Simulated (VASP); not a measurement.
# Au (Fm-3m) in VASP: further runs

Aim: see how the results for Au move with the level of theory and the settings. Levels: PBEsol, r2SCAN, LDA, PBE. Tasks: single point.

Program: VASP 6.6.1. These are calculated values, not measurements. Logs are shortened: lines on timing, memory, paths and dates and some standing lists are left out, and cuts for length are marked.

### Step 1. The cell of the first run

It takes space group Fm-3m (No. 225, cubic). The conventional cell has a = 4.082 Å, b = 4.082 Å, c = 4.082 Å, α = 90.00°, β = 90.00°, γ = 90.00°. Au (site symmetry m-3m) has 12 Au at 2.89 Å within 3.8 Å.

### Step 2. Single point, PBEsol

File INCAR:

```
SYSTEM = Au
  ALGO = Normal
  EDIFF = 1E-7
  ENCUT = 520
  GGA = PS
  ISIF = 2
  ISMEAR = -1
  LASPH = .True.
  LCHARG = .False.
  LREAL = .False.
  LWAVE = .False.
  NBANDS = 12
  NELM = 80
  PREC = Accurate
  SIGMA = 0.05
```

File KPOINTS:

```
k-points
0
Gamma
  13 13 13
  0 0 0
```

File POSCAR:

```
Au
1.0
    0.0000000000      2.0412400000      2.0412400000
    2.0412400000      0.0000000000      2.0412400000
    2.0412400000      2.0412400000      0.0000000000
Au
1
Direct
    0.0000000000      0.0000000000      0.0000000000
```

Potentials or basis: VASP PAW PBE potentials, release 64 (Au).

Started as:

```
$ cat potpaw_PBE.64/Au/POTCAR > POTCAR
$ mpirun -np 1 vasp_std > vasp.out
```

OUTCAR:

```text
SYSTEM = Au
   EDIFF = 1E-7
   ENCUT = 520
   GGA = PS
   ISIF = 2
   ISMEAR = -1
   LASPH = .True.
   LREAL = .False.
   NELM = 80
   PREC = Accurate

 ion  position               nearest neighbor table
   1  0.000  0.000  0.000-

  LATTYP: Found a face centered cubic cell.
 ALAT       =     4.0824800000

  Lattice vectors:

 A1 = (   0.0000000000,   2.0412400000,   2.0412400000)
 A2 = (   2.0412400000,   0.0000000000,   2.0412400000)
 A3 = (   2.0412400000,   2.0412400000,   0.0000000000)

Analysis of symmetry for initial positions (statically):
=====================================================================
 Subroutine PRICEL returns:
 Original cell was already a primitive cell.

 Routine SETGRP: Setting up the symmetry group for a
 face centered cubic supercell.

 Subroutine GETGRP returns: Found 48 space group operations
 (whereof 48 operations were pure point group operations)
 out of a pool of 48 trial point group operations.

The static configuration has the point symmetry O_h .

Analysis of symmetry for dynamics (positions and initial velocities):
=====================================================================
 Subroutine PRICEL returns:
 Original cell was already a primitive cell.

 Routine SETGRP: Setting up the symmetry group for a
 face centered cubic supercell.

 Subroutine GETGRP returns: Found 48 space group operations
 (whereof 48 operations were pure point group operations)
 out of a pool of 48 trial point group operations.

The dynamic configuration has the point symmetry O_h .

 Subroutine INISYM returns: Found 48 space group operations
 (whereof 48 operations are pure point group operations),
 and found     1 'primitive' translations

----------------------------------------------------------------------------------------

                                     Primitive cell

  volume of cell :      17.0103

  direct lattice vectors                    reciprocal lattice vectors
     0.000000000  2.041240000  2.041240000    -0.244949149  0.244949149  0.244949149
     2.041240000  0.000000000  2.041240000     0.244949149 -0.244949149  0.244949149
     2.041240000  2.041240000  0.000000000     0.244949149  0.244949149 -0.244949149

  length of vectors
     2.886749292  2.886749292  2.886749292     0.424264371  0.424264371  0.424264371

  position of ions in fractional coordinates (direct lattice)
     0.000000000  0.000000000  0.000000000

  ion indices of the primitive-cell ions
   primitive index   ion index
                 1           1

----------------------------------------------------------------------------------------

 KPOINTS: k-points

Automatic generation of k-mesh.
 Grid dimensions read from file:
 generate k-points for:   13   13   13

 Generating k-lattice:

  Cartesian coordinates                     Fractional coordinates (reciprocal lattice)
    -0.018842242  0.018842242  0.018842242     0.076923077  0.000000000  0.000000000
     0.018842242 -0.018842242  0.018842242     0.000000000  0.076923077  0.000000000
     0.018842242  0.018842242 -0.018842242     0.000000000  0.000000000  0.076923077

  Length of vectors
     0.032635721  0.032635721  0.032635721

  Shift w.r.t. Gamma in fractional coordinates (k-lattice)
     0.000000000  0.000000000  0.000000000

 Subroutine IBZKPT returns following result:
 ===========================================

 Found     84 irreducible k-points:

 Following reciprocal coordinates:
            Coordinates               Weight
  0.000000  0.000000  0.000000      1.000000
  0.076923  0.000000  0.000000      8.000000
  0.153846  0.000000  0.000000      8.000000
  0.230769  0.000000  0.000000      8.000000
  0.307692  0.000000  0.000000      8.000000
  0.384615  0.000000  0.000000      8.000000
[... 16 lines left out ...]
  0.384615  0.153846  0.000000     24.000000
  0.461538  0.153846  0.000000     24.000000
 [... further k-points ...]
   k-points           NKPTS =     84   k-points in BZ     NKDIM =     84   number of bands    NBANDS=     12
   number of dos      NEDOS =    301   number of ions     NIONS =      1
   total plane-waves  NPLWV =  13824
   dimension x,y,z NGX =    24 NGY =   24 NGZ =   24
   dimension x,y,z NGXF=    48 NGYF=   48 NGZF=   48
   ions per type =               1
   NGX,Y,Z   is equivalent  to a cutoff of  13.82, 13.82, 13.82 a.u.
   NGXF,Y,Z  is equivalent  to a cutoff of  27.64, 27.64, 27.64 a.u.
 SYSTEM =  Au
   PREC   = accura    normal or accurate (medium, high low for compatibility)
   ISTART =      0    job   : 0-new  1-cont  2-samecut
   ICHARG =      2    charge: 1-file 2-atom 10-const
   ISPIN  =      1    spin polarized calculation?
   LNONCOLLINEAR =      F non collinear calculations
   LSORBIT =      F    spin-orbit coupling
   LASPH  =      T    aspherical Exc in radial PAW
   ENCUT  =  520.0 eV  38.22 Ry    6.18 a.u.   5.37  5.37  5.37*2*pi/ulx,y,z
   NELM   =     80;   NELMIN=  2; NELMDL= -5     # of ELM steps
   EDIFF  = 0.1E-06   stopping-criterion for ELM
   LREAL  =      F    real-space projection
   EDIFFG = 0.1E-05   stopping-criterion for IOM
   NSW    =      0    number of steps for IOM
   IBRION =     -1    ionic relax: 0-MD 1-quasi-New 2-CG
   NFREE  =      0    steps in history (QN), initial steepest desc. (CG)
   ISIF   =      2    stress and relaxation
   ISYM   =      2    0-nonsym 1-usesym 2-fastsym
   POTIM  = 0.5000    time-step for ionic-motion
   TEBEG  =    0.0;   TEEND  =   0.0 temperature during run
   PSTRESS=    0.0 pullay stress
   NELECT =      11.0000    total number of electrons
   NUPDOWN=      -1.0000    fix difference up-down
   EMIN   =  10.00;   EMAX   =-10.00  energy-range for DOS
   EFERMI =   0.00;   METHOD = LEGACY
   ISMEAR =    -1;   SIGMA  =   0.05  broadening in eV -4-tet -1-fermi 0-gaus
   EFERMI_NEDOS =   21; number of points for ismear=-14 and -15
   IALGO  =     38    algorithm
   IMIX   =      4    mixing-type and parameters
     AMIX     =   0.40;   BMIX     =  1.00
     AMIX_MAG =   1.60;   BMIX_MAG =  1.00
  volume/ion in A,a.u.               =      17.01       114.79
  Fermi-wavevector in a.u.,A,eV,Ry     =   1.415691  2.675267 27.268520  2.004180
  Thomas-Fermi vector in A             =   2.537103
   LORBIT       =      0    0 simple, 1 ext, 2 COOP (PROOUT), +10 PAW based schemes
   GGA     = PS    functional components
   LHFCALC =     F    Hartree Fock is set to
   AEXX    =    0.0000 exact exchange contribution
   IVDW    =     0    specifies the selected vdW correction
   LEPSILON=     F    determine dielectric tensor
   LRPA    =     F    only Hartree local field effects (RPA)
 non-spin polarized calculation
  energy-cutoff  :      520.00
  volume of cell :       17.01
 maximum number of plane-waves:       471
 NGX is ok and might be reduce to    24
   NGX = 11   NGY = 11   NGZ = 11

 number of electron      11.0000000 magnetization

 Free energy of the ion-electron system (eV)
  ---------------------------------------------------
  ext. energy  EPLUGINS =         0.00000000
  ---------------------------------------------------
  free energy    TOTEN  =        -3.92792247 eV

  energy without entropy =       -3.92574391  energy(sigma->0) =       -3.92683319

 E-fermi :   9.3697     XC(G=0): -12.8969

 val. band max:        9.3597356193   @ k =   0.4615   0.3846   0.0000
 cond. band min:       9.5993870077   @ k =  -0.3077   0.2308   0.0000
 fundamental gap:      0.2396513884
 Fermi energy:         9.3696775163

 k-point     1 :       0.0000    0.0000    0.0000
  band No.  band energies     occupation
      1      -0.6319      2.00000
      2       4.6144      2.00000
      3       4.6144      2.00000
      4       4.6144      2.00000
      5       6.1484      2.00000
      6       6.1484      2.00000
      7      23.8069      0.00000
      8      27.8113      0.00000
      9      27.8113      0.00000
     10      27.8113      0.00000
     11      32.6850      0.00000
     12      37.3652      0.00000

 k-point     2 :       0.0769    0.0000    0.0000
  band No.  band energies     occupation
      1      -0.4258      2.00000
      2       4.5473      2.00000
      3       4.6846      2.00000
      4       4.6846      2.00000
      5       6.1173      2.00000
      6       6.1173      2.00000
      7      24.0447      0.00000
      8      26.5632      0.00000
      9      28.0565      0.00000
     10      28.0565      0.00000
     11      33.5425      0.00000
     12      35.5787      0.00000

 k-point     3 :       0.1538    0.0000    0.0000
  band No.  band energies     occupation
      1       0.1584      2.00000
      2       4.4081      2.00000
      3       4.8383      2.00000
      4       4.8383      2.00000
      5       6.0874      2.00000
      6       6.0874      2.00000
      7      23.8727      0.00000
      8      24.8945      0.00000
      9      28.7007      0.00000
     10      28.7007      0.00000
     11      31.9607      0.00000
     12      34.2340      0.00000
[... 286 lines left out ...]
 k-point    23 :       0.3846    0.1538    0.0000
  band No.  band energies     occupation
      1       2.3630      2.00000
      2       4.2254      2.00000
      3       4.5745      2.00000
      4       5.2651      2.00000
      5       7.1840      2.00000
      6       7.4814      2.00000
      7      17.4530      0.00000
      8      24.3830      0.00000
      9      24.7328      0.00000
     10      26.3969      0.00000
     11      32.7947      0.00000
     12      34.0011      0.00000

 k-point    24 :       0.4615    0.1538    0.0000
  band No.  band energies     occupation
      1       2.4829      2.00000
      2       4.2957      2.00000
      3       5.0856      2.00000
      4       5.1296      2.00000
      5       7.3918      2.00000
      6       8.9757      1.99924
      7      14.5223      0.00000
      8      23.4869      0.00000
      9      24.6161      0.00000
     10      25.4857      0.00000
     11      34.2471      0.00000
     12      35.1463      0.00000

 [... further k-points ...]

------------------------ aborting loop because EDIFF is reached ----------------------------------------

  FORCE on cell =-STRESS in cart. coord.  units (eV):
  Direction    XX          YY          ZZ          XY          YZ          ZX
  --------------------------------------------------------------------------------------
  -------------------------------------------------------------------------------------
  Total       -0.0586165     -0.0586165     -0.0586165     -0.0000000      0.0000000     -0.0000000
  in kB       -5.5210079     -5.5210079     -5.5210079     -0.0000000      0.0000000     -0.0000000
  external PRESSURE =      -5.5210079 kB  Pullay stress =       0.0000000 kB

 VOLUME and BASIS-vectors are now :
 -----------------------------------------------------------------------------
  energy-cutoff  :      520.00
  volume of cell :       17.01
      direct lattice vectors                 reciprocal lattice vectors
     0.000000000  2.041240000  2.041240000    -0.244949149  0.244949149  0.244949149
     2.041240000  0.000000000  2.041240000     0.244949149 -0.244949149  0.244949149
     2.041240000  2.041240000  0.000000000     0.244949149  0.244949149 -0.244949149

 POSITION                                       TOTAL-FORCE (eV/Angst)
 -----------------------------------------------------------------------------------
      0.00000      0.00000      0.00000         0.000000      0.000000     -0.000000
 -----------------------------------------------------------------------------------
    total drift:                               -0.000000      0.000000     -0.000000

  FREE ENERGIE OF THE ION-ELECTRON SYSTEM (eV)
  ---------------------------------------------------
  free  energy   TOTEN  =        -3.9279224748 eV

  energy  without entropy=       -3.9257439058  energy(sigma->0) =       -3.92683319
```

It took 20 s on 1 thread of Intel Xeon 8259CL, shared host; peak memory 0.15 GiB.

Results:

```
Free energy : -3.9279 eV
Pressure    : -0.6 GPa
```

Caveat: the PAW data sets were made with another functional, which shifts forces and pressure a little; spin-orbit coupling is left out, which moves the levels of the heavy elements.

### Step 3. Single point, r2SCAN

POSCAR is that of step 2.

File INCAR.step1:

```
PREC     = Accurate       # precision mode
ENCUT    = 520            # plane-wave cutoff, eV
ISMEAR   = -1             # smearing method
SIGMA    = 0.05           # smearing width, eV
LREAL    = F              # projectors in reciprocal space
LASPH    = T              # aspherical terms in the spheres
NELM     = 60             # most SCF steps
NBANDS   = 12             # bands
GGA      = PE             # functional
ALGO     = Normal         # electronic algorithm
EDIFF    = 1E-4           # SCF threshold, eV
LWAVE    = T              # write WAVECAR
LCHARG   = F              # write CHGCAR
```

File INCAR.step2:

```
PREC     = Accurate       # precision mode
ENCUT    = 520            # plane-wave cutoff, eV
EDIFF    = 1E-6           # SCF threshold, eV
ISMEAR   = -1             # smearing method
SIGMA    = 0.05           # smearing width, eV
LREAL    = F              # projectors in reciprocal space
LASPH    = T              # aspherical terms in the spheres
NELM     = 60             # most SCF steps
ALGO     = Normal         # electronic algorithm
ISIF     = 2              # what is computed and relaxed
LWAVE    = F              # write WAVECAR
LCHARG   = T              # write CHGCAR
METAGGA  = R2SCAN         # meta-GGA
LMIXTAU  = T            
LELF     = T              # ELF
LVHAR    = T            
NBANDS   = 12             # bands
ISTART   = 1
```

File KPOINTS:

```
regular mesh
0
Gamma
  13 13 13
```

Potentials or basis: VASP PAW PBE potentials, release 64 (Au).

Started as:

```
$ cat potpaw_PBE.64/Au/POTCAR > POTCAR
$ cp INCAR.step1 INCAR
$ mpirun -np 1 vasp_std > vasp.out
$ cp INCAR.step2 INCAR
$ mpirun -np 1 vasp_std > vasp.out
```

Run time: 98 s. Hardware: 1 thread of Intel Xeon 8259CL, shared host; peak memory 0.16 GiB.

It converged, with:

```yaml
Free_energy: -50.5886 eV
Pressure: 5.2 GPa
```

Levels at points of the mesh, in eV from the Fermi level:
| k point | band 4 | band 5 | band 6 | band 7 | band 8 | band 9 |
| --- | --- | --- | --- | --- | --- | --- |
| (0.00, 0.00, 0.00) | -5.09 | -3.55 | -3.55 | 15.19 | 19.31 | 19.31 |

Caveat: the PAW data sets were made with another functional, which shifts forces and pressure a little; spin-orbit coupling is left out, which moves the levels of the heavy elements.

### Step 4. Single point, LDA

File INCAR:

```
  ALGO = Normal
  EDIFF = 1E-6
  ENCUT = 500
  GGA_COMPAT = False
  ISIF = 2
  ISMEAR = -1
  LASPH = True
  LCHARG = True
  LELF = True
  LREAL = False
  LVHAR = True
  LWAVE = False
  NBANDS = 12
  NELM = 120
  PREC = Accurate
  SIGMA = 0.05
```

File KPOINTS:

```
k-points
0
Gamma
  13 13 13
```

POSCAR is that of step 3.

Potentials or basis: VASP PAW LDA potentials, release 64 (Au).

Started as:

```
$ cat potpaw_LDA.64/Au/POTCAR > POTCAR
$ mpirun -np 1 vasp_std > vasp.out
```

It took 8.4 s on 1 thread of Intel Xeon Platinum 8488C (Sapphire Rapids), shared host; peak memory 0.14 GiB.

It converged, with:

```yaml
Free_energy: -4.4442 eV
Pressure: -4.5 GPa
```

Levels at points of the mesh, in eV from the Fermi level:
```tsv
k point	band 2	band 3	band 4	band 5	band 6	band 7	band 8	band 9	band 10	band 11
(0.00, 0.00, 0.00)	-4.78	-4.78	-4.78	-3.24	-3.24	14.43	18.39	18.39	18.39	23.43
```

Caveat: spin-orbit coupling is left out, which moves the levels of the heavy elements.

### Step 5. Single point, PBE

File INCAR:

```
SYSTEM = Au
  PREC = Accurate
  ENCUT = 500
  EDIFF = 1E-6
  ISMEAR = -1
  SIGMA = 0.05
  LREAL = .False.
  LASPH = .True.
  NELM = 120
  ALGO = Normal
  ISIF = 2
  LWAVE = .False.
  LCHARG = .True.
  GGA = PE
  LELF = .True.
  LVHAR = .True.
  NBANDS = 12
  GGA_COMPAT = .False.
```

File KPOINTS:

```
Automatic mesh
0
Gamma
  13 13 13
  0 0 0
```

POSCAR is that of step 4.

Potentials or basis: VASP PAW PBE potentials, release 64 (Au).

Started as:

```
$ cat potpaw_PBE.64/Au/POTCAR > POTCAR
$ mpirun -np 1 vasp_std > vasp.out
```

It took 11 s on 1 thread of Intel Xeon Platinum 8488C (Sapphire Rapids), shared host; peak memory 0.15 GiB.

It converged, with:

```
Free energy : -3.1999 eV
Pressure    : 8.4 GPa
```

Levels at points of the mesh, in eV from the Fermi level:
```
           k point  band 2  band 3  band 4  band 5  band 6  band 7  band 8  band 9  band 10  band 11
(0.00, 0.00, 0.00)   -4.79   -4.79   -4.79   -3.27   -3.27   14.43   18.45   18.45    18.45    23.36
```

Caveat: spin-orbit coupling is left out, which moves the levels of the heavy elements.

### Step 6. The runs side by side

| level | potentials or basis | cutoff (eV) | gap on the mesh (eV) | pressure (GPa) |
| --- | --- | --- | --- | --- |
| PBEsol | VASP PAW PBE potentials, release 64 (Au) | 520 | none | -0.6 |
| r2SCAN | VASP PAW PBE potentials, release 64 (Au) | 520 | none | 5.2 |
| LDA | VASP PAW LDA potentials, release 64 (Au) | 500 | none | -4.5 |
| PBE | VASP PAW PBE potentials, release 64 (Au) | 500 | none | 8.4 |

Alike in all rows: task single point; no spin polarisation; cell as given; k mesh 13 × 13 × 13; smearing fermi-dirac 0.05 eV.

Caveats: spin-orbit coupling is left out, which moves the levels of the heavy elements; the PAW data sets were made with another functional, which shifts forces and pressure a little (some runs).

Total energies depend on the potentials used, so only differences within one code and one set of settings carry meaning.
